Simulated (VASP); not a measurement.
# MnS (Browneite) (F-43m) in VASP: further runs, part 2 of 2

VASP 6.6.1.

## 5. Single point, PBEsol+D4+U, collinear spin, ferromagnetic start

INCAR

```
PREC = Accurate
ENCUT = 520
EDIFF = 1E-6
ISMEAR = 1
SIGMA = 0.2
LREAL = F
LASPH = T
NELM = 150
ALGO = Normal
ISIF = 2
LWAVE = F
LCHARG = F
ISPIN = 2
MAGMOM = 2.8 0
LORBIT = 11
LMAXMIX = 4
LDAU = T
LDAUTYPE = 2
LDAUL = 2 -1
LDAUU = 6 0
LDAUJ = 0 0
LDAUPRINT = 1
GGA = PS
IVDW = 13
NBANDS = 20
```

KPOINTS

```
Automatic mesh
0
Gamma
  6 6 6
```

POSCAR

```
MnS
1.0
    0.0000000000      2.8000000000      2.8000000000
    2.8000000000      0.0000000000      2.8000000000
    2.8000000000      2.8000000000      0.0000000000
Mn S
1 1
Direct
    0.0000000000      0.0000000000      0.0000000000
    0.2500000000      0.2500000000      0.2500000000
```

Potentials or basis: VASP PAW PBE potentials, release 64 (Mn_pv, S).

Launch:

```console
$ cat potpaw_PBE.64/Mn_pv/POTCAR potpaw_PBE.64/S/POTCAR > POTCAR
$ mpirun -np 1 vasp_std > vasp.out
```

OUTCAR:

```text
PREC = Accurate
   ENCUT = 520
   EDIFF = 1E-6
   ISMEAR = 1
   LREAL = F
   LASPH = T
   NELM = 150
   ISIF = 2
   ISPIN = 2
   LORBIT = 11
   GGA = PS
   IVDW = 13

 ion  position               nearest neighbor table
   1  0.000  0.000  0.000-   2 2.42   2 2.42   2 2.42   2 2.42
   2  0.250  0.250  0.250-   1 2.42   1 2.42   1 2.42   1 2.42

  LATTYP: Found a face centered cubic cell.
 ALAT       =     5.6000000000

  Lattice vectors:

 A1 = (   0.0000000000,   2.8000000000,   2.8000000000)
 A2 = (   2.8000000000,   0.0000000000,   2.8000000000)
 A3 = (   2.8000000000,   2.8000000000,   0.0000000000)
[... 978 lines left out ...]
  external pressure =       25.97 kB  Pullay stress =        0.00 kB

 VOLUME and BASIS-vectors are now :
 -----------------------------------------------------------------------------
  energy-cutoff  :      520.00
  volume of cell :       43.90
      direct lattice vectors                 reciprocal lattice vectors
     0.000000000  2.800000000  2.800000000    -0.178571429  0.178571429  0.178571429
     2.800000000  0.000000000  2.800000000     0.178571429 -0.178571429  0.178571429
     2.800000000  2.800000000  0.000000000     0.178571429  0.178571429 -0.178571429

 POSITION                                       TOTAL-FORCE (eV/Angst)
 -----------------------------------------------------------------------------------
      0.00000      0.00000      0.00000        -0.000000     -0.000000     -0.000000
      1.40000      1.40000      1.40000         0.000000      0.000000      0.000000
 -----------------------------------------------------------------------------------
    total drift:                               -0.000000     -0.000000     -0.000000

  FREE ENERGIE OF THE ION-ELECTRON SYSTEM (eV)
  ---------------------------------------------------
  free  energy   TOTEN  =       -13.4880001247 eV

  energy  without entropy=      -13.4883787710  energy(sigma->0) =      -13.48812634

 total charge

# of ion       s       p       d       tot
------------------------------------------
    1        0.270   6.225   4.875  11.371
    2        1.307   2.477   0.000   3.783
--------------------------------------------------
tot          1.577   8.702   4.875  15.154

 magnetization (x)

# of ion       s       p       d       tot
------------------------------------------
    1        0.046   0.059   4.536   4.640
    2        0.003  -0.003   0.000   0.000
--------------------------------------------------
tot          0.049   0.056   4.536   4.641
```

OSZICAR:

```text
N       E                     dE             d eps       ncg     rms          rms(c)
DAV:   1     0.154391123888E+03    0.15439E+03   -0.10142E+04  1280   0.931E+02
DAV:   2    -0.201157737289E+01   -0.15640E+03   -0.14708E+03  1336   0.271E+02
DAV:   3    -0.100957579940E+02   -0.80842E+01   -0.79723E+01  1492   0.671E+01
DAV:   4    -0.102001793679E+02   -0.10442E+00   -0.10436E+00  1464   0.784E+00
DAV:   5    -0.102018999032E+02   -0.17205E-02   -0.17205E-02  1464   0.106E+00    0.145E+01
DAV:   6    -0.127282340901E+02   -0.25263E+01   -0.12088E+01  1384   0.345E+01    0.149E+01
DAV:   7    -0.130951267474E+02   -0.36689E+00   -0.11092E+00  1396   0.106E+01    0.790E+00
DAV:   8    -0.131086565801E+02   -0.13530E-01   -0.12263E-01  1488   0.294E+00    0.406E+00
DAV:   9    -0.131072895945E+02    0.13670E-02   -0.31933E-02  1436   0.174E+00    0.696E-01
DAV:  10    -0.131067636259E+02    0.52597E-03   -0.66127E-03  1380   0.884E-01    0.287E-01
DAV:  11    -0.131074019881E+02   -0.63836E-03   -0.48239E-04  1476   0.221E-01    0.113E-01
DAV:  12    -0.131074545468E+02   -0.52559E-04   -0.23781E-04  1392   0.123E-01    0.817E-02
DAV:  13    -0.131074680520E+02   -0.13505E-04   -0.20869E-05  1432   0.433E-02    0.425E-02
DAV:  14    -0.131074745670E+02   -0.65150E-05   -0.11512E-05  1384   0.180E-02    0.103E-02
DAV:  15    -0.131074756626E+02   -0.10956E-05   -0.16771E-06  1312   0.804E-03    0.530E-03
DAV:  16    -0.131074757941E+02   -0.13150E-06   -0.77450E-08   756   0.249E-03
   1 F= -.13488000E+02 E0= -.13488126E+02  d E =0.378646E-03  mag=     5.0000
```

stdout:

```text
POSCAR found type information on POSCAR MnS
 POSCAR found :  2 types and       2 ions
 scaLAPACK will be used
 -----------------------------------------------------------------------------
|                                                                             |
|                                                                             |
|     You enforced a specific xc type in the INCAR file but a different       |
|     I HOPE YOU KNOW WHAT YOU ARE DOING!                                     |
|                                                                             |
 -----------------------------------------------------------------------------

 LDA part: xc-table for (Slater+PW92), standard interpolation
 POSCAR, INCAR and KPOINTS ok, starting setup
 FFT: planning ... GRIDC
 FFT: planning ... GRID_SOFT
 FFT: planning ... GRID
 WAVECAR not read
 entering main loop
```

Wall time 32 s (1 thread of AMD EPYC 7R43 (Zen 3), shared host); peak memory 0.15 GiB.

Results:

* Free energy: -13.4880 eV
* Pressure: 2.6 GPa
* Band gap on the k mesh: 1.42 eV, direct
* Net moment: 5.00 μB per cell
* Site moments: Mn +4.64; S +0.00 μB
* Valence electrons inside the program's atomic spheres: Mn 11.37; S 3.78
* Dispersion energy per atom: -0.190 eV

Eigenvalues of the final occupation matrices:
```
    site  spin  trace               eigenvalues
site 1 d     1   4.72  0.94 0.94 0.95 0.95 0.95
site 1 d     2   0.17  0.01 0.01 0.05 0.05 0.05
```

Caveat: the PAW data sets were made with another functional, which shifts forces and pressure a little; a cell with one magnetic atom can't hold antiferromagnetic order, which such compounds often take. The state reached can hang on the start; a lower one may exist.

## 6. Overview

```csv
U,gap on the mesh (eV),pressure (GPa),moment (μB)
Mn d U = 1.5 eV,0.26,-0.9,5.00
Mn d U = 3.0 eV,0.74,0.4,5.00
Mn d U = 4.5 eV,1.16,1.6,5.00
Mn d U = 6.0 eV,1.42,2.6,5.00
```

Alike in all rows: task single point; level PBEsol+D4+U; potentials or basis VASP PAW PBE potentials, release 64 (Mn_pv, S); spin collinear, ferromagnetic start; cell as given; k mesh 6 × 6 × 6; cutoff (eV) 520; smearing methfessel-paxton 0.2 eV.

On the cell as given the gap runs from 0.26 eV (PBEsol+D4+U) to 1.42 eV (PBEsol+D4+U).

Caveats: the PAW data sets were made with another functional, which shifts forces and pressure a little; a cell with one magnetic atom can't hold antiferromagnetic order, which such compounds often take.

Absolute energies hang on the potentials; compare differences alone.
